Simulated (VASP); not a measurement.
Crystal: SnSe.

```
Sn Se
1.0
     0.00000    3.01000    3.01000
     3.01000    0.00000    3.01000
     3.01000    3.01000    0.00000
Sn Se
1 1
Direct
  0.00000 0.00000 0.00000
  0.50000 0.50000 0.50000
```

Program: VASP 6.6.1. Alike in all runs: task single point; potentials or basis VASP PAW PBE potentials, release 64 (Sn_d, Se); no spin polarisation; cell as given; k mesh 8 × 8 × 8; cutoff (eV) 500; smearing gaussian 0.05 eV.

Task: Order these runs on this cell by their pressure, lowest first.
A. level revPBE+D3(BJ)
B. level PBE
C. level PBEsol+D3(BJ)

Result: C (-3.9 GPa), A (-2.0 GPa), B (0.9 GPa).

Caveats: the PAW data sets were made with another functional, which shifts forces and pressure a little (at least some runs); the cell stands under tension (at least some runs).
